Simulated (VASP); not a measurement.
# TiAl (P4/mmm) in VASP: notebook, part 2 of 2

VASP 6.6.1. The steps go on from the part before.

## (3) Single point, r2SCAN (biaxial strain in the a-b plane: -4.5 %, then relaxed in part)

File POSCAR:

```
TiAl
1.0
    2.6833995236      0.0000000000      0.0000000000
    0.0000000000      2.6833995236      0.0000000000
    0.0000000000      0.0000000000      4.2423327893
Ti Al
1 1
Direct
    0.5000000000      0.5000000000      0.5000000000
    0.0000000000      0.0000000000      0.0000000000
```

File INCAR.step1:

```
SYSTEM = TiAl
PREC = Accurate
ENCUT = 520
ISMEAR = 0
SIGMA = 0.1
LREAL = .FALSE.
LASPH = .TRUE.
NELM = 100
NBANDS = 14
GGA = PE
ALGO = Normal
EDIFF = 1E-4
LWAVE = .TRUE.
LCHARG = .FALSE.
```

File INCAR.step2:

```
SYSTEM = TiAl
PREC = Accurate
ENCUT = 520
EDIFF = 1E-6
ISMEAR = 0
SIGMA = 0.1
LREAL = .FALSE.
LASPH = .TRUE.
NELM = 100
ALGO = Normal
ISIF = 2
LWAVE = .FALSE.
LCHARG = .FALSE.
METAGGA = R2SCAN
LMIXTAU = .TRUE.
NBANDS = 14
ISTART = 1
```

File KPOINTS:

```
regular mesh
0
G
  18 18 14
  0 0 0
```

Potentials or basis: VASP PAW PBE potentials, release 64 (Ti_sv, Al).

Run with:

```sh
$ cat potpaw_PBE.64/Ti_sv/POTCAR potpaw_PBE.64/Al/POTCAR > POTCAR
$ cp INCAR.step1 INCAR
$ mpirun -np 1 vasp_std > vasp.out
$ cp INCAR.step2 INCAR
$ mpirun -np 1 vasp_std > vasp.out
```

OUTCAR:

```text
SYSTEM = TiAl
   PREC = Accurate
   ENCUT = 520
   EDIFF = 1E-6
   ISMEAR = 0
   LREAL = .FALSE.
   LASPH = .TRUE.
   NELM = 100
   ISIF = 2
   METAGGA = R2SCAN
   ISTART = 1

 ion  position               nearest neighbor table
   1  0.500  0.500  0.500-   2 2.85   2 2.85   2 2.85   2 2.85   2 2.85   2 2.85   2 2.85   2 2.85

   2  0.000  0.000  0.000-   1 2.85   1 2.85   1 2.85   1 2.85   1 2.85   1 2.85   1 2.85   1 2.85

  LATTYP: Found a simple tetragonal cell.
 ALAT       =     2.6833995236
 C/A-ratio  =     1.5809545884

  Lattice vectors:

 A1 = (   2.6833995236,   0.0000000000,   0.0000000000)
[... 588 lines left out ...]
     11      12.8616      0.00000
     12      13.7837      0.00000
     13      15.2666      0.00000
     14      19.1347      0.00000

 [... further k-points ...]
[... 5 lines left out ...]
  --------------------------------------------------------------------------------------
  -------------------------------------------------------------------------------------
  Total        1.9402205      1.9402205      0.0291770      0.0000000      0.0000000      0.0000000
  in kB      101.7621494    101.7621494      1.5302973      0.0000000      0.0000000      0.0000000
  external PRESSURE =      68.3515320 kB  Pullay stress =       0.0000000 kB

 VOLUME and BASIS-vectors are now :
 -----------------------------------------------------------------------------
  energy-cutoff  :      520.00
  volume of cell :       30.55
      direct lattice vectors                 reciprocal lattice vectors
     2.683399524  0.000000000  0.000000000     0.372661615  0.000000000  0.000000000
     0.000000000  2.683399524  0.000000000     0.000000000  0.372661615  0.000000000
     0.000000000  0.000000000  4.242332789     0.000000000  0.000000000  0.235719367

 POSITION                                       TOTAL-FORCE (eV/Angst)
 -----------------------------------------------------------------------------------
      1.34170      1.34170      2.12117         0.000000      0.000000      0.000000
      0.00000      0.00000      0.00000         0.000000      0.000000      0.000000
 -----------------------------------------------------------------------------------
    total drift:                               -0.000000      0.000000      0.000000

  FREE ENERGIE OF THE ION-ELECTRON SYSTEM (eV)
  ---------------------------------------------------
  free  energy   TOTEN  =       -20.5053761594 eV

  energy  without entropy=      -20.4979071466  energy(sigma->0) =      -20.50164165
```

OUTCAR.step1:

```text
SYSTEM = TiAl
   PREC = Accurate
   ENCUT = 520
   ISMEAR = 0
   LREAL = .FALSE.
   LASPH = .TRUE.
[... 632 lines left out ...]
      1.34170      1.34170      2.12117         0.000000      0.000000      0.000000
      0.00000      0.00000      0.00000         0.000000      0.000000      0.000000
 -----------------------------------------------------------------------------------
    total drift:                               -0.000000      0.000000      0.000000

  FREE ENERGIE OF THE ION-ELECTRON SYSTEM (eV)
  ---------------------------------------------------
  free  energy   TOTEN  =       -12.2999219613 eV

  energy  without entropy=      -12.2914066267  energy(sigma->0) =      -12.29566429
```

Run time: 7.6 min. Hardware: 1 thread of AMD EPYC 7R43 (Zen 3), shared host; peak memory 0.26 GiB.

Results:

```yaml
Free_energy: -20.5054 eV
Pressure: 6.8 GPa
```

Levels at points of the mesh, in eV from the Fermi level:
| k point | band 5 | band 6 | band 7 | band 8 | band 9 | band 10 | band 11 | band 12 |
| --- | --- | --- | --- | --- | --- | --- | --- | --- |
| (0.00, 0.00, 0.00) | -10.01 | -2.36 | -1.47 | -1.08 | 2.79 | 2.79 | 4.28 | 5.88 |
| (0.50, 0.00, 0.00) | -5.00 | -4.58 | -2.25 | -0.36 | 2.42 | 3.22 | 4.63 | 4.94 |
| (0.50, 0.50, 0.00) | -3.24 | -0.31 | -0.31 | -0.21 | -0.19 | -0.19 | 5.10 | 6.08 |
| (0.00, 0.00, 0.50) | -8.72 | -5.91 | -0.97 | 0.16 | 2.56 | 2.56 | 4.29 | 8.63 |
| (0.50, 0.00, 0.50) | -5.23 | -3.62 | -1.30 | -1.13 | 1.23 | 2.44 | 3.07 | 3.81 |
| (0.50, 0.50, 0.50) | -2.79 | -2.24 | -2.24 | 2.46 | 2.61 | 2.87 | 4.90 | 4.90 |

Caveat: the cell differs from its parent crystal (biaxial strain in the a-b plane: -4.5 %, then relaxed in part); the PAW data sets were made with another functional, which shifts forces and pressure a little.

## (4) Single point, r2SCAN (biaxial strain in the a-b plane: -3.0 %)

File POSCAR:

```
TiAl
1.0
    2.7255471601      0.0000000000      0.0000000000
    0.0000000000      2.7255471601      0.0000000000
    0.0000000000      0.0000000000      4.1389511083
Ti Al
1 1
Direct
    0.5000000000      0.5000000000      0.5000000000
    0.0000000000      0.0000000000      0.0000000000
```

File INCAR.step1:

```
SYSTEM = TiAl
PREC = Accurate
ENCUT = 520
ISMEAR = 0
SIGMA = 0.1
LREAL = .False.
LASPH = .True.
NELM = 100
NBANDS = 14
GGA = PE
ALGO = Normal
EDIFF = 1E-4
LWAVE = .True.
LCHARG = .False.
```

File INCAR.step2:

```
SYSTEM = TiAl
PREC = Accurate
ENCUT = 520
EDIFF = 1E-7
ISMEAR = 0
SIGMA = 0.1
LREAL = .False.
LASPH = .True.
NELM = 100
ALGO = Normal
ISIF = 2
LWAVE = .False.
LCHARG = .False.
METAGGA = R2SCAN
LMIXTAU = .True.
NBANDS = 14
ISTART = 1
```

File KPOINTS:

```
regular mesh
0
Gamma
  18 18 14
  0 0 0
```

Run with:

```sh
$ cat potpaw_PBE.64/Ti_sv/POTCAR potpaw_PBE.64/Al/POTCAR > POTCAR
$ cp INCAR.step1 INCAR
$ mpirun -np 1 vasp_std > vasp.out
$ cp INCAR.step2 INCAR
$ mpirun -np 1 vasp_std > vasp.out
```

Run time: 9.4 min. Hardware: 1 thread of AMD EPYC 7R43 (Zen 3), shared host; peak memory 0.27 GiB.

The run converged. Its results:

- Free energy: -20.5531 eV
- Pressure: 5.9 GPa

Stress tensor (GPa, compression positive):
```
7.73 0.00 0.00
0.00 7.73 0.00
0.00 0.00 2.27
```

Levels at points of the mesh, in eV from the Fermi level:
| k point | band 6 | band 7 | band 8 | band 9 | band 10 | band 11 |
| --- | --- | --- | --- | --- | --- | --- |
| (0.00, 0.00, 0.00) | -2.22 | -1.04 | -1.03 | 2.65 | 2.65 | 4.12 |
| (0.50, 0.00, 0.00) | -4.69 | -2.09 | -0.31 | 2.31 | 3.07 | 4.91 |
| (0.50, 0.50, 0.00) | -0.34 | -0.34 | -0.32 | -0.27 | -0.27 | 4.88 |
| (0.00, 0.00, 0.50) | -5.82 | -0.90 | 0.45 | 2.36 | 2.36 | 4.13 |
| (0.50, 0.00, 0.50) | -3.49 | -1.30 | -1.22 | 1.41 | 2.35 | 2.88 |
| (0.50, 0.50, 0.50) | -2.35 | -2.35 | 2.47 | 2.65 | 2.66 | 4.71 |

Caveat: the cell differs from its parent crystal (biaxial strain in the a-b plane: -3.0 %); the PAW data sets were made with another functional, which shifts forces and pressure a little.

## (5) Overview

| cell | gap on the mesh (eV) | pressure (GPa) |
| --- | --- | --- |
| a = 2.683, b = 2.683, c = 4.176 Å, 2 atoms | none | 9.2 |
| a = 2.683, b = 2.683, c = 4.242 Å, 2 atoms | none | 6.8 |
| a = 2.726, b = 2.726, c = 4.139 Å, 2 atoms | none | 5.9 |

Alike in all rows: task single point; level r2SCAN; potentials or basis VASP PAW PBE potentials, release 64 (Ti_sv, Al); no spin polarisation; k mesh 18 × 18 × 14; cutoff (eV) 520; smearing gaussian 0.1 eV.

Caveats: the PAW data sets were made with another functional, which shifts forces and pressure a little.

Absolute energies hang on the potentials; compare differences alone.
